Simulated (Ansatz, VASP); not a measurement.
## CsPtS: VASP beside Ansatz

```
Cs Pt S
1.0
     4.36412    0.00000    0.00000
     0.00000    4.36412    0.00000
     0.00000    0.00000    4.44504
Cs Pt S
1 1 1
Direct
  0.00000 0.00000 0.00000
  0.50000 0.50000 0.00000
  0.50000 0.50000 0.50000
```

Change from the starting cell: species swapped into the DyCoC type (P4/mmm, No. 123).

Alike in both runs: task single point; functional PBE; k mesh 4 × 4 × 4; occupations gaussian, width 0.1 eV; no spin polarisation.

|  | VASP | Ansatz |
| --- | --- | --- |
| version | VASP 6.6.1 | Ansatz 0.2.0 |
| potentials or method | VASP PAW PBE potentials, release 64 (Cs_sv, Pt, S), cutoff 520 eV | scalar-relativistic, plane waves, PAW |
| valence electrons in the cell | 25 | 33 |

|  | VASP | Ansatz | Ansatz less VASP |
| --- | --- | --- | --- |
| gap on the k mesh at the Fermi level (eV) | none | none | - |
| pressure (GPa) | 6.7 | 6.6 | -0.16 |
| traceless stress, the component that is largest in VASP (GPa) | -10.64 | -10.31 | +0.332 |

A gap of «none» marks a metal or a gap that the smearing closes. With one functional, cell and mesh, what is left measures potentials, basis and numerics. VASP's potentials hold 25 valence electrons a cell and Ansatz's 33, so a difference there can come from the potentials and not from the codes.

Neither program's run includes spin-orbit coupling.
